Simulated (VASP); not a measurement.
# BaF2 (Frankdicksonite) (Fm-3m) in VASP: further runs

BaF2 (Frankdicksonite) is run at these levels: r2SCAN; tasks: single point.

Program: VASP 6.6.1. These are calculated values, not measurements. Logs are shortened: lines on timing, memory, paths and dates and some standing lists are left out, and cuts for length are marked.

## (1) The cell of the first run

The structure is cubic, space group Fm-3m (No. 225). The conventional cell has a = 6.395 Å, b = 6.395 Å, c = 6.395 Å, α = 90.00°, β = 90.00°, γ = 90.00°. Ba (site symmetry m-3m) has 8 F at 2.77 Å within 3.6 Å. Within 3.6 Å of F (site symmetry -43m) lie 4 Ba at 2.77 Å and 6 F at 3.20 Å.

## (2) Single point, r2SCAN (volume scaled by 1.10)

Contents of POSCAR:

```
BaF2
1.0
    0.0000000000      3.1973441737      3.1973441737
    3.1973441737      0.0000000000      3.1973441737
    3.1973441737      3.1973441737      0.0000000000
Ba F
1 2
Direct
    0.0000000000      0.0000000000      0.0000000000
    0.2500000000      0.2500000000      0.2500000000
    0.7500000000      0.7500000000      0.7500000000
```

Contents of INCAR.step1:

```
  PREC = Accurate
  ENCUT = 660
  ISMEAR = 0
  SIGMA = 0.02
  LREAL = False
  LASPH = True
  NELM = 120
  NBANDS = 19
  GGA = PE
  ALGO = Normal
  EDIFF = 1E-5
  LWAVE = True
  LCHARG = False
  GGA_COMPAT = False
```

Contents of INCAR.step2:

```
  PREC = Accurate
  ENCUT = 660
  EDIFF = 1E-6
  ISMEAR = 0
  SIGMA = 0.02
  LREAL = False
  LASPH = True
  NELM = 120
  ALGO = Normal
  ISIF = 2
  LWAVE = False
  LCHARG = True
  METAGGA = R2SCAN
  LMIXTAU = True
  LELF = True
  LVHAR = True
  NBANDS = 19
  ISTART = 1
  GGA_COMPAT = False
```

Contents of KPOINTS:

```
Automatic mesh
0
Gamma
  6 6 6
```

Potentials or basis: VASP PAW PBE potentials, release 64 (Ba_sv, F).

Launch:

```sh
$ cat potpaw_PBE.64/Ba_sv/POTCAR potpaw_PBE.64/F/POTCAR > POTCAR
$ cp INCAR.step1 INCAR
$ mpirun -np 1 vasp_std > vasp.out
$ cp INCAR.step2 INCAR
$ mpirun -np 1 vasp_std > vasp.out
```

OUTCAR:

```text
PREC = Accurate
   ENCUT = 660
   EDIFF = 1E-6
   ISMEAR = 0
   LREAL = False
   LASPH = True
   NELM = 120
   ISIF = 2
   METAGGA = R2SCAN
   ISTART = 1

 ion  position               nearest neighbor table
   1  0.000  0.000  0.000-   2 2.77   3 2.77   3 2.77   3 2.77   3 2.77   2 2.77   2 2.77   2 2.77

   2  0.250  0.250  0.250-   1 2.77   1 2.77   1 2.77   1 2.77
   3  0.750  0.750  0.750-   1 2.77   1 2.77   1 2.77   1 2.77

  LATTYP: Found a face centered cubic cell.
 ALAT       =     6.3946883474

  Lattice vectors:

 A1 = (   0.0000000000,   3.1973441737,   3.1973441737)
 A2 = (   3.1973441737,   0.0000000000,   3.1973441737)
 A3 = (   3.1973441737,   3.1973441737,   0.0000000000)

Analysis of symmetry for initial positions (statically):
[... 5 lines left out ...]
 face centered cubic supercell.

 Subroutine GETGRP returns: Found 48 space group operations
 (whereof 48 operations were pure point group operations)
 out of a pool of 48 trial point group operations.

The static configuration has the point symmetry O_h .

Analysis of symmetry for dynamics (positions and initial velocities):
[... 5 lines left out ...]
 face centered cubic supercell.

 Subroutine GETGRP returns: Found 48 space group operations
 (whereof 48 operations were pure point group operations)
 out of a pool of 48 trial point group operations.

The dynamic configuration has the point symmetry O_h .

 Subroutine INISYM returns: Found 48 space group operations
 (whereof 48 operations are pure point group operations),
 and found     1 'primitive' translations

----------------------------------------------------------------------------------------

                                     Primitive cell

  volume of cell :      65.3730

  direct lattice vectors                    reciprocal lattice vectors
     0.000000000  3.197344174  3.197344174    -0.156379787  0.156379787  0.156379787
     3.197344174  0.000000000  3.197344174     0.156379787 -0.156379787  0.156379787
     3.197344174  3.197344174  0.000000000     0.156379787  0.156379787 -0.156379787

  length of vectors
     4.521727494  4.521727494  4.521727494     0.270857736  0.270857736  0.270857736

  position of ions in fractional coordinates (direct lattice)
     0.000000000  0.000000000  0.000000000
     0.250000000  0.250000000  0.250000000
     0.750000000  0.750000000  0.750000000

  ion indices of the primitive-cell ions
   primitive index   ion index
                 1           1
                 2           2
                 3           3

----------------------------------------------------------------------------------------

 KPOINTS: Automatic mesh

Automatic generation of k-mesh.
 Grid dimensions read from file:
 generate k-points for:    6    6    6

 Generating k-lattice:

  Cartesian coordinates                     Fractional coordinates (reciprocal lattice)
    -0.026063298  0.026063298  0.026063298     0.166666667  0.000000000  0.000000000
     0.026063298 -0.026063298  0.026063298     0.000000000  0.166666667  0.000000000
     0.026063298  0.026063298 -0.026063298     0.000000000  0.000000000  0.166666667

  Length of vectors
     0.045142956  0.045142956  0.045142956

  Shift w.r.t. Gamma in fractional coordinates (k-lattice)
     0.000000000  0.000000000  0.000000000

 Subroutine IBZKPT returns following result:
 ===========================================

 Found     16 irreducible k-points:

 Following reciprocal coordinates:
[... 6 lines left out ...]
  0.333333  0.166667  0.000000     24.000000
[... 8 lines left out ...]
 -0.333333  0.333333  0.166667     24.000000
 -0.333333  0.500000  0.166667     12.000000
   k-points           NKPTS =     16   k-points in BZ     NKDIM =     16   number of bands    NBANDS=     19
   number of dos      NEDOS =    301   number of ions     NIONS =      3
   total plane-waves  NPLWV =  64000
   dimension x,y,z NGX =    40 NGY =   40 NGZ =   40
   dimension x,y,z NGXF=    80 NGYF=   80 NGZF=   80
   ions per type =               1   2
   NGX,Y,Z   is equivalent  to a cutoff of  14.71, 14.71, 14.71 a.u.
   NGXF,Y,Z  is equivalent  to a cutoff of  29.41, 29.41, 29.41 a.u.
 SYSTEM =  unknown system
   PREC   = accura    normal or accurate (medium, high low for compatibility)
   ISTART =      1    job   : 0-new  1-cont  2-samecut
   ICHARG =      0    charge: 1-file 2-atom 10-const
   ISPIN  =      1    spin polarized calculation?
   LNONCOLLINEAR =      F non collinear calculations
   LSORBIT =      F    spin-orbit coupling
   LASPH  =      T    aspherical Exc in radial PAW
   ENCUT  =  660.0 eV  48.51 Ry    6.96 a.u.   9.47  9.47  9.47*2*pi/ulx,y,z
   NELM   =    120;   NELMIN=  2; NELMDL=  0     # of ELM steps
   EDIFF  = 0.1E-05   stopping-criterion for ELM
   LREAL  =      F    real-space projection
   EDIFFG = 0.1E-04   stopping-criterion for IOM
   NSW    =      0    number of steps for IOM
   IBRION =     -1    ionic relax: 0-MD 1-quasi-New 2-CG
   NFREE  =      0    steps in history (QN), initial steepest desc. (CG)
   ISIF   =      2    stress and relaxation
   ISYM   =      2    0-nonsym 1-usesym 2-fastsym
   POTIM  = 0.5000    time-step for ionic-motion
   TEBEG  =    0.0;   TEEND  =   0.0 temperature during run
   PSTRESS=    0.0 pullay stress
   NELECT =      24.0000    total number of electrons
   NUPDOWN=      -1.0000    fix difference up-down
   EMIN   =  10.00;   EMAX   =-10.00  energy-range for DOS
   EFERMI =   0.00;   METHOD = LEGACY
   ISMEAR =     0;   SIGMA  =   0.02  broadening in eV -4-tet -1-fermi 0-gaus
   EFERMI_NEDOS =   21; number of points for ismear=-14 and -15
   IALGO  =     38    algorithm
   IMIX   =      4    mixing-type and parameters
     AMIX     =   0.40;   BMIX     =  1.00
     AMIX_MAG =   1.60;   BMIX_MAG =  1.00
  volume/ion in A,a.u.               =      21.79       147.05
  Fermi-wavevector in a.u.,A,eV,Ry     =   1.172229  2.215192 18.696054  1.374121
  Thomas-Fermi vector in A             =   2.308661
   LORBIT       =      0    0 simple, 1 ext, 2 COOP (PROOUT), +10 PAW based schemes
   METAGGA = R2SCAN    functional components
   LHFCALC =     F    Hartree Fock is set to
   AEXX    =    0.0000 exact exchange contribution
   IVDW    =     0    specifies the selected vdW correction
   LEPSILON=     F    determine dielectric tensor
   LRPA    =     F    only Hartree local field effects (RPA)
 non-spin polarized calculation
 Gauss-broadening in eV      SIGMA  =   0.02
  energy-cutoff  :      660.00
  volume of cell :       65.37
 maximum number of plane-waves:      2565
 NGX is ok and might be reduce to    40
   NGX = 19   NGY = 19   NGZ = 19

 number of electron      23.9999997 magnetization

 Free energy of the ion-electron system (eV)
  ---------------------------------------------------
  ext. energy  EPLUGINS =         0.00000000
  ---------------------------------------------------
  free energy    TOTEN  =       -45.01088331 eV

  energy without entropy =      -45.01088331  energy(sigma->0) =      -45.01088331

 E-fermi :  -2.8475     XC(G=0):  -8.7850

 val. band max:       -2.9325991939   @ k =  -0.1667   0.1667   0.0000
 cond. band min:       4.0172848178   @ k =   0.0000   0.0000   0.0000
 fundamental gap:      6.9498840117
 Fermi energy:        -2.8475108830

 k-point     1 :       0.0000    0.0000    0.0000
  band No.  band energies     occupation
      1     -26.8424      2.00000
      2     -22.8842      2.00000
      3     -22.8756      2.00000
      4     -11.3218      2.00000
      5     -11.3218      2.00000
      6     -11.3218      2.00000
[... 11 lines left out ...]
     18       8.5842      0.00000
     19      12.6120      0.00000

 k-point     2 :       0.1667    0.0000    0.0000
  band No.  band energies     occupation
      1     -26.8074      2.00000
      2     -22.9188      2.00000
      3     -22.9004      2.00000
      4     -11.3561      2.00000
      5     -11.3497      2.00000
      6     -11.3497      2.00000
[... 11 lines left out ...]
     18       8.6184      0.00000
     19      11.5380      0.00000

 k-point     3 :       0.3333    0.0000    0.0000
  band No.  band energies     occupation
      1     -26.7348      2.00000
      2     -23.0081      2.00000
      3     -22.9326      2.00000
      4     -11.4180      2.00000
      5     -11.4041      2.00000
      6     -11.4041      2.00000
[... 11 lines left out ...]
     18       8.7292      0.00000
     19      10.6459      0.00000

 k-point     4 :       0.5000    0.0000    0.0000
  band No.  band energies     occupation
      1     -26.6970      2.00000
      2     -23.0549      2.00000
      3     -22.9483      2.00000
      4     -11.4460      2.00000
      5     -11.4306      2.00000
      6     -11.4306      2.00000
[... 11 lines left out ...]
     18       8.8122      0.00000
     19      10.9699      0.00000

 k-point     5 :       0.1667    0.1667    0.0000
  band No.  band energies     occupation
      1     -26.7956      2.00000
      2     -22.9318      2.00000
      3     -22.9070      2.00000
      4     -11.3919      2.00000
      5     -11.3919      2.00000
      6     -11.3013      2.00000
[... 11 lines left out ...]
     18       8.6927      0.00000
     19      12.5270      0.00000
[... 158 lines left out ...]
      2     -23.1088      2.00000
      3     -22.9744      2.00000
      4     -11.5913      2.00000
      5     -11.5913      2.00000
      6     -11.2300      2.00000
[... 11 lines left out ...]
     18       9.9181      0.00000
     19      11.8473      0.00000

 k-point    14 :       0.5000    0.3333    0.1667
  band No.  band energies     occupation
      1     -26.6851      2.00000
      2     -23.0387      2.00000
      3     -22.9836      2.00000
      4     -11.5255      2.00000
      5     -11.4718      2.00000
      6     -11.3404      2.00000
[... 11 lines left out ...]
     18       9.5035      0.00000
     19      11.5258      0.00000

 k-point    15 :      -0.3333    0.3333    0.1667
  band No.  band energies     occupation
      1     -26.6595      2.00000
      2     -23.0456      2.00000
      3     -23.0187      2.00000
      4     -11.5604      2.00000
      5     -11.4170      2.00000
      6     -11.4148      2.00000
[... 11 lines left out ...]
     18      10.3370      0.00000
     19      11.1182      0.00000

 k-point    16 :      -0.3333    0.5000    0.1667
  band No.  band energies     occupation
      1     -26.6467      2.00000
      2     -23.0758      2.00000
      3     -23.0087      2.00000
      4     -11.5981      2.00000
      5     -11.4999      2.00000
      6     -11.3192      2.00000
[... 11 lines left out ...]
     18      11.4487      0.00000
     19      11.7921      0.00000

------------------------ aborting loop because EDIFF is reached ----------------------------------------

  FORCE on cell =-STRESS in cart. coord.  units (eV):
  Direction    XX          YY          ZZ          XY          YZ          ZX
  --------------------------------------------------------------------------------------
  -------------------------------------------------------------------------------------
  Total       -1.6615830     -1.6615830     -1.6615830     -0.0000000     -0.0000000      0.0000000
  in kB      -40.7225020    -40.7225020    -40.7225020     -0.0000000     -0.0000000      0.0000000
  external PRESSURE =     -40.7225020 kB  Pullay stress =       0.0000000 kB

 VOLUME and BASIS-vectors are now :
 -----------------------------------------------------------------------------
  energy-cutoff  :      660.00
  volume of cell :       65.37
      direct lattice vectors                 reciprocal lattice vectors
     0.000000000  3.197344174  3.197344174    -0.156379787  0.156379787  0.156379787
     3.197344174  0.000000000  3.197344174     0.156379787 -0.156379787  0.156379787
     3.197344174  3.197344174  0.000000000     0.156379787  0.156379787 -0.156379787

 POSITION                                       TOTAL-FORCE (eV/Angst)
 -----------------------------------------------------------------------------------
      0.00000      0.00000      0.00000        -0.000000     -0.000000     -0.000000
      1.59867      1.59867      1.59867        -0.000000     -0.000000     -0.000000
      4.79602      4.79602      4.79602         0.000000      0.000000      0.000000
 -----------------------------------------------------------------------------------
    total drift:                                0.000000     -0.000000      0.000000

  FREE ENERGIE OF THE ION-ELECTRON SYSTEM (eV)
  ---------------------------------------------------
  free  energy   TOTEN  =       -45.0108833147 eV

  energy  without entropy=      -45.0108833147  energy(sigma->0) =      -45.01088331
```

Run time: 58 s. Hardware: 1 thread of Intel Xeon 6975P-C (Granite Rapids), shared host; peak memory 0.26 GiB.

What came out:

```
Free energy            : -45.0109 eV
Pressure               : -4.1 GPa
Band gap on the k mesh : 6.95 eV, indirect (least direct gap 6.99 eV)
```

Levels at points of the mesh, in eV from the valence-band top:
| k point | band 10 | band 11 | band 12 | band 13 | band 14 | band 15 |
| --- | --- | --- | --- | --- | --- | --- |
| (0.00, 0.00, 0.00) | -0.04 | -0.04 | -0.04 | 6.95 | 9.54 | 9.54 |
| (0.50, 0.00, 0.00) | -0.33 | -0.16 | -0.16 | 9.38 | 9.46 | 9.46 |
| (0.50, 0.50, 0.00) | -0.25 | -0.25 | -0.06 | 7.52 | 9.36 | 10.82 |

Caveat: the cell differs from its parent crystal (volume scaled by 1.10); the PAW data sets were made with another functional, which shifts forces and pressure a little; spin-orbit coupling is left out, which moves the levels of the heavy elements.

## (3) Single point, r2SCAN

This run uses another cell than the first one, of 19.81 Å³/atom, 0.909 times its volume.

Contents of POSCAR:

```
BaF2
1.0
    0.0000000000      3.0973610031      3.0973610031
    3.0973610031      0.0000000000      3.0973610031
    3.0973610031      3.0973610031      0.0000000000
Ba F
1 2
Direct
    0.0000000000      0.0000000000      0.0000000000
    0.2500000000      0.2500000000      0.2500000000
    0.7500000000      0.7500000000      0.7500000000
```

Contents of INCAR.step1:

```
SYSTEM = BaF2
ALGO = Normal ; EDIFF = 1E-5
ENCUT = 660 ; GGA = PE
GGA_COMPAT = .FALSE. ; ISMEAR = 0
LASPH = .TRUE. ; LCHARG = .FALSE.
LREAL = .FALSE. ; LWAVE = .TRUE.
NBANDS = 19 ; NELM = 120
PREC = Accurate ; SIGMA = 0.02
```

Contents of INCAR.step2:

```
SYSTEM = BaF2
ALGO = Normal ; EDIFF = 1E-6
ENCUT = 660 ; GGA_COMPAT = .FALSE.
ISIF = 2 ; ISMEAR = 0
ISTART = 1 ; LASPH = .TRUE.
LCHARG = .FALSE. ; LMIXTAU = .TRUE.
LREAL = .FALSE. ; LWAVE = .FALSE.
METAGGA = R2SCAN ; NBANDS = 19
NELM = 120 ; PREC = Accurate
SIGMA = 0.02
```

Contents of KPOINTS:

```
k-points
0
G
  6 6 6
  0 0 0
```

Potentials or basis: VASP PAW PBE potentials, release 64 (Ba_sv, F).

Launch:

```sh
$ cat potpaw_PBE.64/Ba_sv/POTCAR potpaw_PBE.64/F/POTCAR > POTCAR
$ cp INCAR.step1 INCAR
$ mpirun -np 1 vasp_std > vasp.out
$ cp INCAR.step2 INCAR
$ mpirun -np 1 vasp_std > vasp.out
```

Run time: 79 s. Hardware: 1 thread of Intel Xeon Platinum 8488C (Sapphire Rapids), shared host; peak memory 0.26 GiB.

The run converged. Its results:

| Item | Value |
| --- | --- |
| Free energy | -45.0675 eV |
| Pressure | 0.9 GPa |
| Band gap on the k mesh | 7.36 eV, indirect (least direct gap 7.43 eV) |

Levels at points of the mesh, in eV from the valence-band top:
```csv
k point,band 10,band 11,band 12,band 13,band 14,band 15
"(0.00, 0.00, 0.00)",-0.07,-0.07,-0.07,7.36,9.93,9.93
"(0.50, 0.00, 0.00)",-0.34,-0.15,-0.15,9.87,9.87,9.97
"(0.50, 0.50, 0.00)",-0.30,-0.30,-0.12,7.71,9.87,11.42
```

Caveat: the PAW data sets were made with another functional, which shifts forces and pressure a little; spin-orbit coupling is left out, which moves the levels of the heavy elements.
